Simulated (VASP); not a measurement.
# MgO (P6_3mc) in VASP: further runs

The runs below take MgO through single point, with PBEsol.

Program: VASP 6.6.1. These are calculated values, not measurements. Logs are shortened: lines on timing, memory, paths and dates and some standing lists are left out, and cuts for length are marked.

### 1 The cell of the first run

The structure is hexagonal, space group P6_3mc (No. 186). The conventional cell has a = 3.170 Å, b = 3.170 Å, c = 4.775 Å, α = 90.00°, β = 90.00°, γ = 120.00°. Mg (site symmetry 3m) has 4 O at 1.89 to 1.91 Å within 2.5 Å. O (site symmetry 3m) has 4 Mg at 1.89 to 1.91 Å within 2.5 Å.

### 2 Single point, PBEsol

The input, INCAR:

```
ALGO = Normal
EDIFF = 1E-6
ENCUT = 520
GGA = PS
ISIF = 2
ISMEAR = -1
LASPH = T
LCHARG = F
LREAL = F
LWAVE = F
NBANDS = 16
NELM = 80
PREC = Accurate
SIGMA = 0.1
```

The input, KPOINTS:

```
k-points
0
Gamma
  12 12 4
```

The input, POSCAR:

```
MgO
1.0
    3.1697992629      0.0000000000      0.0000000000
   -1.5848991523      2.7451270965      0.0000000000
    0.0000000000      0.0000000000      4.7750159520
Mg O
2 2
Direct
    0.3333333333      0.6666666667      0.0021600000
    0.6666666667      0.3333333333      0.5021600000
    0.3333333333      0.6666666667      0.4024400000
    0.6666666667      0.3333333333      0.9024400000
```

Potentials or basis: VASP PAW PBE potentials, release 64 (Mg, O).

Command:

```sh
$ cat potpaw_PBE.64/Mg/POTCAR potpaw_PBE.64/O/POTCAR > POTCAR
$ mpirun -np 1 vasp_std > vasp.out
```

OUTCAR:

```text
EDIFF = 1E-6
   ENCUT = 520
   GGA = PS
   ISIF = 2
   ISMEAR = -1
   LASPH = T
   LREAL = F
   NELM = 80
   PREC = Accurate

 ion  position               nearest neighbor table
   1  0.333  0.667  0.002-   4 1.89   4 1.89   4 1.89   3 1.91   2 3.01   2 3.01   2 3.01   2 3.01
                             2 3.01   2 3.01
   2  0.667  0.333  0.502-   3 1.89   3 1.89   3 1.89   4 1.91   1 3.01   1 3.01   1 3.01   1 3.01
                             1 3.01   1 3.01
   3  0.333  0.667  0.402-   2 1.89   2 1.89   2 1.89   1 1.91
   4  0.667  0.333  0.902-   1 1.89   1 1.89   1 1.89   2 1.91

  LATTYP: Found a hexagonal cell.
 ALAT       =     3.1697992629
 C/A-ratio  =     1.5064095723

  Lattice vectors:

 A1 = (   3.1697992629,   0.0000000000,   0.0000000000)
 A2 = (  -1.5848991523,   2.7451270965,   0.0000000000)
 A3 = (   0.0000000000,   0.0000000000,   4.7750159520)

Analysis of symmetry for initial positions (statically):
=====================================================================
 Subroutine PRICEL returns:
 Original cell was already a primitive cell.

 Routine SETGRP: Setting up the symmetry group for a
 hexagonal supercell.

 Subroutine GETGRP returns: Found 12 space group operations
 (whereof  6 operations were pure point group operations)
 out of a pool of 24 trial point group operations.

The static configuration has the point symmetry C_3v.
 The point group associated with its full space group is C_6v.

Analysis of symmetry for dynamics (positions and initial velocities):
=====================================================================
 Subroutine PRICEL returns:
 Original cell was already a primitive cell.

 Routine SETGRP: Setting up the symmetry group for a
 hexagonal supercell.

 Subroutine GETGRP returns: Found 12 space group operations
 (whereof  6 operations were pure point group operations)
 out of a pool of 24 trial point group operations.

The dynamic configuration has the point symmetry C_3v.
 The point group associated with its full space group is C_6v.

 Subroutine INISYM returns: Found 12 space group operations
 (whereof  6 operations are pure point group operations),
 and found     1 'primitive' translations

----------------------------------------------------------------------------------------

                                     Primitive cell

  volume of cell :      41.5498

  direct lattice vectors                    reciprocal lattice vectors
     3.169799263  0.000000000  0.000000000     0.315477391  0.182140874  0.000000000
    -1.584899152  2.745127097  0.000000000     0.000000000  0.364281858  0.000000000
     0.000000000  0.000000000  4.775015952     0.000000000  0.000000000  0.209423384

  length of vectors
     3.169799263  3.169799378  4.775015952     0.364281872  0.364281858  0.209423384

  position of ions in fractional coordinates (direct lattice)
     0.333333333  0.666666667  0.002160000
     0.666666667  0.333333333  0.502160000
     0.333333333  0.666666667  0.402440000
     0.666666667  0.333333333  0.902440000

  ion indices of the primitive-cell ions
   primitive index   ion index
                 1           1
                 2           2
                 3           3
                 4           4

----------------------------------------------------------------------------------------

 KPOINTS: k-points

Automatic generation of k-mesh.
 Grid dimensions read from file:
 generate k-points for:   12   12    4

 Generating k-lattice:

  Cartesian coordinates                     Fractional coordinates (reciprocal lattice)
     0.026289783  0.015178406  0.000000000     0.083333333  0.000000000  0.000000000
     0.000000000  0.030356822  0.000000000     0.000000000  0.083333333  0.000000000
     0.000000000  0.000000000  0.052355846     0.000000000  0.000000000  0.250000000

  Length of vectors
     0.030356823  0.030356822  0.052355846

  Shift w.r.t. Gamma in fractional coordinates (k-lattice)
     0.000000000  0.000000000  0.000000000

 Subroutine IBZKPT returns following result:
 ===========================================

 Found     57 irreducible k-points:

 Following reciprocal coordinates:
            Coordinates               Weight
  0.000000  0.000000  0.000000      1.000000
  0.083333 -0.000000  0.000000      6.000000
  0.166667  0.000000  0.000000      6.000000
  0.250000 -0.000000  0.000000      6.000000
  0.333333 -0.000000  0.000000      6.000000
  0.416667 -0.000000  0.000000      6.000000
[... 16 lines left out ...]
  0.250000 -0.000000  0.250000     12.000000
  0.333333 -0.000000  0.250000     12.000000
 [... further k-points ...]
   k-points           NKPTS =     57   k-points in BZ     NKDIM =     57   number of bands    NBANDS=     16
   number of dos      NEDOS =    301   number of ions     NIONS =      4
   total plane-waves  NPLWV =  20736
   dimension x,y,z NGX =    24 NGY =   24 NGZ =   36
   dimension x,y,z NGXF=    48 NGYF=   48 NGZF=   72
   ions per type =               2   2
   NGX,Y,Z   is equivalent  to a cutoff of  12.59, 12.59, 12.53 a.u.
   NGXF,Y,Z  is equivalent  to a cutoff of  25.17, 25.17, 25.07 a.u.
 SYSTEM =  unknown system
   PREC   = accura    normal or accurate (medium, high low for compatibility)
   ISTART =      0    job   : 0-new  1-cont  2-samecut
   ICHARG =      2    charge: 1-file 2-atom 10-const
   ISPIN  =      1    spin polarized calculation?
   LNONCOLLINEAR =      F non collinear calculations
   LSORBIT =      F    spin-orbit coupling
   LASPH  =      T    aspherical Exc in radial PAW
   ENCUT  =  520.0 eV  38.22 Ry    6.18 a.u.   5.89  5.89  8.88*2*pi/ulx,y,z
   NELM   =     80;   NELMIN=  2; NELMDL= -5     # of ELM steps
   EDIFF  = 0.1E-05   stopping-criterion for ELM
   LREAL  =      F    real-space projection
   EDIFFG = 0.1E-04   stopping-criterion for IOM
   NSW    =      0    number of steps for IOM
   IBRION =     -1    ionic relax: 0-MD 1-quasi-New 2-CG
   NFREE  =      0    steps in history (QN), initial steepest desc. (CG)
   ISIF   =      2    stress and relaxation
   ISYM   =      2    0-nonsym 1-usesym 2-fastsym
   POTIM  = 0.5000    time-step for ionic-motion
   TEBEG  =    0.0;   TEEND  =   0.0 temperature during run
   PSTRESS=    0.0 pullay stress
   NELECT =      16.0000    total number of electrons
   NUPDOWN=      -1.0000    fix difference up-down
   EMIN   =  10.00;   EMAX   =-10.00  energy-range for DOS
   EFERMI =   0.00;   METHOD = LEGACY
   ISMEAR =    -1;   SIGMA  =   0.10  broadening in eV -4-tet -1-fermi 0-gaus
   EFERMI_NEDOS =   21; number of points for ismear=-14 and -15
   IALGO  =     38    algorithm
   IMIX   =      4    mixing-type and parameters
     AMIX     =   0.40;   BMIX     =  1.00
     AMIX_MAG =   1.60;   BMIX_MAG =  1.00
  volume/ion in A,a.u.               =      10.39        70.10
  Fermi-wavevector in a.u.,A,eV,Ry     =   1.191037  2.250733 19.300795  1.418568
  Thomas-Fermi vector in A             =   2.327108
   LORBIT       =      0    0 simple, 1 ext, 2 COOP (PROOUT), +10 PAW based schemes
   GGA     = PS    functional components
   LHFCALC =     F    Hartree Fock is set to
   AEXX    =    0.0000 exact exchange contribution
   IVDW    =     0    specifies the selected vdW correction
   LEPSILON=     F    determine dielectric tensor
   LRPA    =     F    only Hartree local field effects (RPA)
 non-spin polarized calculation
  energy-cutoff  :      520.00
  volume of cell :       41.55
 maximum number of plane-waves:      1134
 NGX is ok and might be reduce to    24
   NGX = 11   NGY = 11   NGZ = 17

 number of electron      15.9999985 magnetization

 Free energy of the ion-electron system (eV)
  ---------------------------------------------------
  ext. energy  EPLUGINS =         0.00000000
  ---------------------------------------------------
  free energy    TOTEN  =       -24.21482422 eV

  energy without entropy =      -24.21482422  energy(sigma->0) =      -24.21482422

 E-fermi :   3.8273     XC(G=0): -10.5567

 val. band max:        1.7887723174   @ k =   0.0000   0.0000   0.0000
 cond. band min:       5.8648312742   @ k =   0.0000   0.0000   0.0000
 fundamental gap:      4.0760589568
 Fermi energy:         3.8273087114

 k-point     1 :       0.0000    0.0000    0.0000
  band No.  band energies     occupation
      1     -14.8677      2.00000
      2     -13.7943      2.00000
      3      -1.9660      2.00000
      4       0.9121      2.00000
      5       0.9121      2.00000
      6       1.2747      2.00000
[... 8 lines left out ...]
     15      19.5361      0.00000
     16      19.5361      0.00000

 k-point     2 :       0.0833   -0.0000    0.0000
  band No.  band energies     occupation
      1     -14.8222      2.00000
      2     -13.7787      2.00000
      3      -1.8903      2.00000
      4       0.7234      2.00000
      5       0.8571      2.00000
      6       1.0308      2.00000
[... 8 lines left out ...]
     15      19.4395      0.00000
     16      19.4455      0.00000

 k-point     3 :       0.1667    0.0000    0.0000
  band No.  band energies     occupation
      1     -14.6926      2.00000
      2     -13.7381      2.00000
      3      -1.6704      2.00000
      4       0.1547      2.00000
      5       0.5820      2.00000
      6       0.7289      2.00000
[... 8 lines left out ...]
     15      18.6047      0.00000
     16      18.6653      0.00000

 k-point     4 :       0.2500   -0.0000    0.0000
  band No.  band energies     occupation
      1     -14.5016      2.00000
      2     -13.6907      2.00000
      3      -1.3327      2.00000
      4      -0.5526      2.00000
      5       0.1274      2.00000
      6       0.5809      2.00000
[... 8 lines left out ...]
     15      18.0708      0.00000
     16      18.3083      0.00000

 k-point     5 :       0.3333   -0.0000    0.0000
  band No.  band energies     occupation
      1     -14.2855      2.00000
      2     -13.6609      2.00000
      3      -1.2083      2.00000
      4      -0.8799      2.00000
      5      -0.2637      2.00000
      6       0.4502      2.00000
[... 8 lines left out ...]
     15      17.7234      0.00000
     16      18.6329      0.00000

 k-point     6 :       0.4167   -0.0000    0.0000
  band No.  band energies     occupation
      1     -14.0951      2.00000
      2     -13.6660      2.00000
      3      -1.6037      2.00000
      4      -0.6150      2.00000
      5      -0.3935      2.00000
      6       0.3620      2.00000
[... 8 lines left out ...]
     15      17.5815      0.00000
     16      18.9602      0.00000
[... 267 lines left out ...]
 k-point    21 :       0.0833   -0.0000    0.2500
  band No.  band energies     occupation
      1     -14.6807      2.00000
      2     -13.9441      2.00000
      3      -1.5250      2.00000
      4       0.6017      2.00000
      5       0.8377      2.00000
      6       0.9164      2.00000
[... 8 lines left out ...]
     15      18.4119      0.00000
     16      18.4697      0.00000

 k-point    22 :       0.1667    0.0000    0.2500
  band No.  band energies     occupation
      1     -14.5611      2.00000
      2     -13.8869      2.00000
      3      -1.4186      2.00000
      4       0.0093      2.00000
      5       0.5359      2.00000
      6       0.8059      2.00000
[... 8 lines left out ...]
     15      18.3023      0.00000
     16      18.5358      0.00000

 k-point    23 :       0.2500   -0.0000    0.2500
  band No.  band energies     occupation
      1     -14.3865      2.00000
      2     -13.8132      2.00000
      3      -1.3416      2.00000
      4      -0.5860      2.00000
      5       0.2249      2.00000
      6       0.6751      2.00000
[... 8 lines left out ...]
     15      18.0518      0.00000
     16      18.2404      0.00000

 k-point    24 :       0.3333   -0.0000    0.2500
  band No.  band energies     occupation
      1     -14.1928      2.00000
      2     -13.7507      2.00000
      3      -1.4921      2.00000
      4      -0.9627      2.00000
      5       0.0969      2.00000
      6       0.5572      2.00000
[... 8 lines left out ...]
     15      17.6183      0.00000
     16      18.4700      0.00000

 [... further k-points ...]
[... 5 lines left out ...]
  --------------------------------------------------------------------------------------
  -------------------------------------------------------------------------------------
  Total        5.6341730      5.6341747      4.7972410      0.0000010     -0.0000000      0.0000000
  in kB      217.2559680    217.2560329    184.9835363      0.0000379     -0.0000000      0.0000000
  external PRESSURE =     206.4985124 kB  Pullay stress =       0.0000000 kB

 VOLUME and BASIS-vectors are now :
 -----------------------------------------------------------------------------
  energy-cutoff  :      520.00
  volume of cell :       41.55
      direct lattice vectors                 reciprocal lattice vectors
     3.169799263  0.000000000  0.000000000     0.315477391  0.182140874  0.000000000
    -1.584899152  2.745127097  0.000000000     0.000000000  0.364281858  0.000000000
     0.000000000  0.000000000  4.775015952     0.000000000  0.000000000  0.209423384

 POSITION                                       TOTAL-FORCE (eV/Angst)
 -----------------------------------------------------------------------------------
      0.00000      1.83008      0.01031        -0.000000      0.000000     -0.135533
      1.58490      0.91504      2.39782         0.000000      0.000000     -0.135533
      0.00000      1.83008      1.92166         0.000000      0.000000      0.135533
      1.58490      0.91504      4.30917        -0.000000      0.000000      0.135533
 -----------------------------------------------------------------------------------
    total drift:                               -0.000000     -0.000000     -0.000472

  FREE ENERGIE OF THE ION-ELECTRON SYSTEM (eV)
  ---------------------------------------------------
  free  energy   TOTEN  =       -24.2148242246 eV

  energy  without entropy=      -24.2148242244  energy(sigma->0) =      -24.21482422
```

Wall time 18 s (1 thread of Intel Xeon Platinum 8375C at 2.90GHz (Ice Lake), shared host); peak memory 0.17 GiB.

Results:

```yaml
Free_energy: -24.2148 eV
Pressure: 20.6 GPa
Largest_force: 0.136 eV/Å
Band_gap_on_the_k_mesh: 4.08 eV, direct
```

Forces in eV/Å, atoms in the order of the input:
```
Mg   0.000  0.000 -0.136
Mg   0.000  0.000 -0.136
O    0.000  0.000  0.136
O    0.000  0.000  0.136
```

Stress tensor (GPa, compression positive):
```
21.73  0.00  0.00
 0.00 21.73  0.00
 0.00  0.00 18.50
```

Levels at points of the mesh, in eV from the valence-band top:
```csv
k point,band 5,band 6,band 7,band 8,band 9,band 10,band 11,band 12
"(0.00, 0.00, 0.00)",-0.88,-0.51,-0.51,0.00,4.08,9.37,11.26,14.89
"(0.50, 0.00, 0.00)",-2.01,-1.46,-0.95,-0.56,8.15,8.46,10.08,11.55
"(0.00, 0.00, 0.50)",-0.70,-0.70,-0.70,-0.70,6.70,6.70,14.22,14.22
"(0.50, 0.00, 0.50)",-1.04,-1.04,-0.83,-0.83,7.74,7.74,11.70,11.70
```

Caveat: the PAW data sets were made with another functional, which shifts forces and pressure a little. A k mesh can miss the band edges.

(Continued in part 2 of 2.)
